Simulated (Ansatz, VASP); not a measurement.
# One calculation of GaAs, two programs

```
CELL_PARAMETERS angstrom
0.00000 2.82899 2.82899
2.82899 0.00000 2.82899
2.82899 2.82899 0.00000
ATOMIC_POSITIONS crystal
Ga 0.00000 0.00000 0.00000
As 0.75000 0.75000 0.75000
```

Alike in both runs: functional PBEsol; k mesh 8 × 8 × 8; occupations fermi-dirac, width 0.08 eV; no spin polarisation.

Ansatz relaxed the structure, and its values are those at the end. VASP's run is a single point on that final structure, the one shown.

|  | VASP | Ansatz |
| --- | --- | --- |
| version | VASP 6.6.1 | Ansatz 0.2.0 |
| potentials or method | VASP PAW PBE potentials, release 64 (Ga_d, As) | PAW with Ansatz's default frozen-core files, scalar-relativistic |
| plane-wave cutoff (eV) | 520 | 420 |
| valence electrons in the cell | 18 | 28 |

VASP gave:

* pressure (GPa): 0.2

Q: Which values does Ansatz return?

A: Pressure (GPa): 0.0.

VASP's potentials were made for PBE, not for PBEsol. VASP's potentials hold 18 valence electrons a cell and Ansatz's 28, so a difference there can come from the potentials and not from the codes.
